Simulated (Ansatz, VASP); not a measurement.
## Te: VASP beside Ansatz

File INCAR:

```
SYSTEM = Te
  PREC = Accurate
  ENCUT = 600
  EDIFF = 1E-6
  ISMEAR = 0
  SIGMA = 0.1
  LREAL = .FALSE.
  LASPH = .TRUE.
  NELM = 60
  ALGO = Normal
  ISIF = 3
  LWAVE = .FALSE.
  LCHARG = .FALSE.
  GGA = PE
  IBRION = 2
  NSW = 90
  EDIFFG = -0.04
```

File KPOINTS:

```
Automatic mesh
0
G
  4 4 4
  0 0 0
```

Contents of POSCAR:

```
Te
1.0
    5.0197709700      0.0000000000      0.0000000000
    0.0000000000      6.6187621400      0.0000000000
    0.0000000000      0.0000000000      3.9475309000
Te
4
Direct
    0.0000000000      0.2894311200      0.4093574600
    0.0000000000      0.7105688800      0.4093574600
    0.5000000000      0.2105688800      0.5906425400
    0.5000000000      0.7894311200      0.5906425400
```

Input for Ansatz:

```yaml
crystal:
  lattice:
    - [5.01977097, 0.0, 0.0]
    - [0.0, 6.61876214, 0.0]
    - [0.0, 0.0, 3.9475309]
  atoms:
    - { symbol: Te, position: [0.0, 0.28943112, 0.40935746] }
    - { symbol: Te, position: [0.0, 0.71056888, 0.40935746] }
    - { symbol: Te, position: [0.5, 0.21056888, 0.59064254] }
    - { symbol: Te, position: [0.5, 0.78943112, 0.59064254] }
basis:
  ecutwfc: 420
kpoints:
  mp_grid: { grid: [4, 4, 4] }
hamiltonian:
  xc: pbe
scf:
  occupations: { method: gaussian, width: 0.1 }
  lower_state_search: "off"
output:
  forces: true
  stress: true
  eigenvalues: true
relax:
  adjacent_minimum: "off"
  f_tol: 0.04
  max_steps: 70
  cell: { stress_tol: 0.4 }
```

Alike in both runs: task relaxation of cell and atoms; functional PBE; k mesh 4 × 4 × 4; occupations gaussian, width 0.1 eV; no spin polarisation.

```csv
,VASP,Ansatz
version,VASP 6.6.1,Ansatz 0.2.0
potentials or method,"VASP PAW PBE potentials, release 64 (Te), cutoff 600 eV","scalar-relativistic, plane waves, PAW"
valence electrons in the cell,24,64
```

VASP gave:

- gap on the k mesh at the Fermi level, each at its own relaxed structure (eV): none
- relaxed volume (Å³/atom): 32.79
- relaxed length of the cell vector where the two differ most in proportion (Å): 3.296

Question: What did Ansatz give for the same quantities?

Answer: gap on the k mesh at the Fermi level, each at its own relaxed structure (eV): none; relaxed volume (Å³/atom): 36.13; relaxed length of the cell vector where the two differ most in proportion (Å): 4.295.

A gap of «none» marks a metal or a gap that the smearing closes. One of these differences is far larger than is usual between the two programs; its cause wasn't traced. VASP's potentials hold 24 valence electrons a cell and Ansatz's 64, so a difference there can come from the potentials and not from the codes.

The k mesh is coarse, so the values compare programs but aren't converged. Neither program's run includes spin-orbit coupling. Noted on VASP's run: too few bands were computed for a metal, which touches its energy and stress.
